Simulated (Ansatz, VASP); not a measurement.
Two plane-wave programs on TiO2

```
Ti O
1.0
     1.49733    0.86448    6.98154
    -1.49733    0.86448    6.98154
     0.00000   -1.72897    6.98154
Ti O
1 2
Direct
  0.00000 0.00000 0.00000
  0.37953 0.37953 0.37953
  0.62047 0.62047 0.62047
```

Alike in both runs: functional r2SCAN; k mesh 10 × 10 × 10; occupations fermi-dirac, width 0.05 eV; no spin polarisation.

```csv
,VASP,Ansatz
version,VASP 6.6.1,Ansatz 0.2.0
potentials or method,"VASP PAW PBE potentials, release 64 (Ti_sv, O)",Ansatz PAW
plane-wave cutoff (eV),520,500
valence electrons in the cell,24,24
task,single point,band structure
```

Ansatz gave:

- gap on the k mesh at the Fermi level (eV): 3.06
- least direct gap on the mesh (eV): 3.26
- pressure (GPa): -3.4
- traceless stress, the component that is largest in VASP (GPa): 0.82
- rms of the force components (eV/Å): 0.209

What did VASP give for the same quantities?

gap on the k mesh at the Fermi level (eV): 3.09; least direct gap on the mesh (eV): 3.30; pressure (GPa): -2.6; traceless stress, the component that is largest in VASP (GPa): 0.38; rms of the force components (eV/Å): 0.168.

VASP's potentials were made for PBE, not for r2SCAN. Atom by atom the forces differ by 0.041 eV/Å (rms over components).
